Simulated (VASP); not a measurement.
Crystal: Co.

```
Co
1.0
     0.00000    1.79935    1.79935
     1.79935    0.00000    1.79935
     3.59870    3.59870    0.00000
Co
2
Direct
  0.00000 0.00000 0.00000
  0.00000 0.00000 0.50000
```

This isn't the form of Co at room conditions, which is hcp.

Base run:

```yaml
Program: VASP 6.6.1
Functional: PBE
Potentials_or_basis: VASP PAW PBE potentials, release 64 (Co)
Cutoff: 520 eV
k_mesh: 12 × 12 × 6
Occupations: fermi-dirac, width 0.05 eV
Spin: collinear spin
Starting_moments: "[0.09, 0.09] μB"
```

Its results: pressure -23.5 GPa; net moment 0.00 μB per cell.

Q: The run is repeated on the same cell with these changes: moments at the start from [0.09, 0.09] to [0.0, 3.0]. What comes out?

A: Pressure -11.7 GPa; net moment 3.43 μB per cell; site moments Co +1.75 μB.

Caveats: the cell stands under tension.
